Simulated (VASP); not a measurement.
A run of VASP 6.6.1 is set up as follows.

File INCAR:

```
SYSTEM = BN
ALGO = Normal ; EDIFF = 1E-6
ENCUT = 600 ; GGA = PE
GGA_COMPAT = .FALSE. ; ISIF = 2
ISMEAR = 0 ; LASPH = .TRUE.
LCHARG = .FALSE. ; LREAL = .FALSE.
LWAVE = .FALSE. ; NBANDS = 11
NELM = 120 ; PREC = Accurate
SIGMA = 0.01
```

File KPOINTS:

```
k-points
0
G
  6 6 6
  0 0 0
```

Contents of POSCAR:

```
BN
1.0
    0.0000000000      3.4823979317      2.1644598284
    1.2508376347      0.0000000000      2.1644598284
    1.2508376347      3.4823979317      0.0000000000
B N
1 1
Direct
    0.0000762756      0.0000762756      0.9999237244
    0.6666237144      0.6666237144      0.3333762856
```

Potentials or basis: VASP PAW PBE potentials, release 64 (B, N).

Command:

```sh
$ cat potpaw_PBE.64/B/POTCAR potpaw_PBE.64/N/POTCAR > POTCAR
$ mpirun -np 1 vasp_std > vasp.out
```

(1) What does it give for the pressure?

(2) What does it give for the band gap on the k mesh?

## Answers

(1) 3.6 GPa.

(2) 3.84 eV, indirect (least direct gap 4.56 eV).

Caveat: the k points lie up to 0.51 Å⁻¹ apart.
